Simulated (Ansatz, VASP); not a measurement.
# One calculation of PbS, two programs

File INCAR:

```
PREC = Accurate ; ENCUT = 520
EDIFF = 1E-8 ; ISMEAR = -1
SIGMA = 0.01 ; LREAL = F
LASPH = T ; NELM = 60
ALGO = Normal ; ISIF = 2
LWAVE = F ; LCHARG = F
GGA = PE ; LEFG = T
NBANDS = 17
```

The input KPOINTS:

```
Automatic mesh
0
Gamma
  8 8 8
```

Contents of POSCAR:

```
PbS
1.0
    0.0000000000      2.9357874650      3.0243000000
    2.9357874650      0.0000000000      3.0243000000
    2.9357874650      2.9357874650      0.0000000000
Pb S
1 1
Direct
    0.0000000000      0.0000000000      0.0000000000
    0.5000000000      0.5000000000      0.5000000000
```

Input for Ansatz:

```yaml
crystal:
  lattice:
    - [0.0, 2.935787465, 3.0243]
    - [2.935787465, 0.0, 3.0243]
    - [2.935787465, 2.935787465, 0.0]
  atoms:
    - { symbol: Pb, position: [0.0, 0.0, 0.0] }
    - { symbol: S, position: [0.5, 0.5, 0.5] }
kpoints:
  mp_grid: { grid: [8, 8, 8] }
scf:
  occupations: { method: fermi_dirac, width: 0.01 }
hamiltonian:
  xc: pbe
  pseudopotentials: { kind: paw }
output:
  forces: true
  stress: true
  eigenvalues: true
  efg: { contact_densities: true }
  write_density: true
  write_potential: true
  elf: true
  volumetric_format: npy
```

Change from the starting cell: z stretched by +2 % at fixed volume, PAW files.

Alike in both runs: task electric field gradients; functional PBE; k mesh 8 × 8 × 8; occupations fermi-dirac, width 0.01 eV; no spin polarisation.

```csv
,VASP,Ansatz
version,VASP 6.6.1,Ansatz 0.2.0
potentials or method,"VASP PAW PBE potentials, release 64 (Pb_d, S)","PAW with Ansatz's default frozen-core files, scalar-relativistic"
plane-wave cutoff (eV),520,420
valence electrons in the cell,20,20
```

|  | VASP | Ansatz | Ansatz less VASP |
| --- | --- | --- | --- |
| pressure (GPa) | 2.3 | 2.4 | +0.07 |
| traceless stress, the component that is largest in VASP (GPa) | -2.46 | -2.46 | +0.002 |
| size of Vzz on the site where it differs most (V/Å²) | 86.0 | 92.5 | +6.54 |

Spin-orbit coupling is off throughout.
